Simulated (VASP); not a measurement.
Al2GaP3: relaxation of cell and atoms with PBE

The system is Al2GaP3.

```xyz
6
Lattice="-1.9480 1.9480 8.2443 1.9480 -1.9480 8.2443 1.9480 1.9480 -8.2443" Properties=species:S:1:pos:R:3 pbc="T T T"
Al    0.0000    0.0000   10.9925
Al    0.0000    0.0000    5.4961
Ga    0.0000    0.0000    0.0000
P     1.9480    0.0000    6.8641
P     1.9480    0.0000    1.3802
P     0.0000    1.9480    4.1221
```

```json
{"Program": "VASP 6.6.1", "Task": "relaxation of cell and atoms", "Functional": "PBE", "Potentials or basis": "VASP PAW PBE potentials, release 64 (Al, Ga_d, P)", "Cutoff": "600 eV", "k mesh": "10 × 10 × 10", "Occupations": "gaussian, width 0.02 eV", "Spin": "no spin polarisation", "Dipole correction": "no", "Further INCAR settings": "ALGO = Normal; EDIFF = 1e-07; IBRION = 2; EDIFFG = -0.01; NSW = 100; ISIF = 3"}
```

The relaxed volume is 20.87 Å³/atom, the relaxed cell is a = 8.698 Å, b = 8.698 Å, c = 8.698 Å, α = 154.12°, β = 154.12°, γ = 36.93° and the space group after relaxing (to 0.1 Å) is I-4m2 (No. 119). The energy gained by relaxing is 0.0 meV/atom and the ionic steps are 2. The pressure after relaxing is 0.0 GPa. The band gap on the k mesh is 1.65 eV (least direct gap 1.83 eV).

Forces in eV/Å, atoms in the order of the input:
```
Al   0.000  0.000  0.002
Al   0.000  0.000 -0.002
Ga   0.000  0.000  0.000
P    0.000  0.000 -0.002
P    0.000  0.000  0.002
P    0.000  0.000  0.000
```

Final structure:
```xyz
6
Lattice="-1.9481 1.9481 8.2502 1.9481 -1.9481 8.2502 1.9481 1.9481 -8.2502" Properties=species:S:1:pos:R:3 pbc="T T T"
Al    1.9481    1.9481    2.7503
Al    1.9481    1.9481   -2.7503
Ga    0.0000    0.0000    0.0000
P     1.9481    0.0000    6.8688
P     1.9481    0.0000    1.3814
P     0.0000    1.9481    4.1251
```

Levels at points of the mesh, in eV from the valence-band top:
```tsv
k point	band 13	band 14	band 15	band 16	band 17	band 18	band 19	band 20	band 21
(0.00, 0.00, 0.00)	-1.79	-1.79	-0.01	0.00	0.00	1.83	2.28	2.57	3.12
(0.50, 0.00, 0.00)	-2.28	-0.96	-0.92	-0.85	-0.82	2.23	3.41	3.53	4.75
(0.50, 0.50, 0.00)	-2.92	-2.78	-2.75	-2.22	-2.22	1.65	2.19	3.25	3.54
(0.50, 0.50, 0.50)	-1.65	-0.91	-0.91	-0.70	-0.70	1.66	2.18	3.21	3.39
```

Wall time 49 min on 1 thread of Oxide Virtual Turin-like Processor (shared host), peak memory 0.93 GiB.

A k mesh can miss the band edges.
